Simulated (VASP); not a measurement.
Set up this calculation in VASP 6.6.1, as the native input.

| Quantity | Value |
| --- | --- |
| Task | single point |
| Functional | PBE |
| Potentials or basis | VASP PAW PBE potentials, release 64 (Sr_sv) |
| Cutoff | 520 eV |
| k mesh | 10 × 10 × 10 |
| Occupations | tetrahedron |
| Spin | no spin polarisation |
| Dipole correction | no |
| Further INCAR settings | ALGO = Normal; EDIFF = 1e-06; NBANDS = 11 |

The structure of Sr lies in POSCAR:

```
Sr
1.0
    0.0000000000      3.0423500000      3.0423500000
    3.0423500000      0.0000000000      3.0423500000
    3.0423500000      3.0423500000      0.0000000000
Sr
1
Direct
    0.0000000000      0.0000000000      0.0000000000
```

One way to write it, as run:

INCAR

```
PREC = Accurate ; ENCUT = 520
EDIFF = 1E-6 ; ISMEAR = -5
SIGMA = 0.1 ; LREAL = F
LASPH = T ; NELM = 60
ALGO = Normal ; ISIF = 2
LWAVE = F ; LCHARG = F
GGA = PE ; NBANDS = 11
```

KPOINTS

```
regular mesh
0
Gamma
  10 10 10
```

Potentials or basis: VASP PAW PBE potentials, release 64 (Sr_sv).

The run is started by

```sh
$ cat potpaw_PBE.64/Sr_sv/POTCAR > POTCAR
$ mpirun -np 1 vasp_std > vasp.out
```

It gave:

| Quantity | Value |
| --- | --- |
| Pressure | -0.4 GPa |
| Band gap on the k mesh | zero (bands 5 and 6 overlap by 0.05 eV) |

Caveat: tetrahedron occupations give inexact forces and stress in metals.

Run time: 29 s on 1 thread of Intel Xeon 8259CL, on a shared host, peak memory 0.18 GiB.
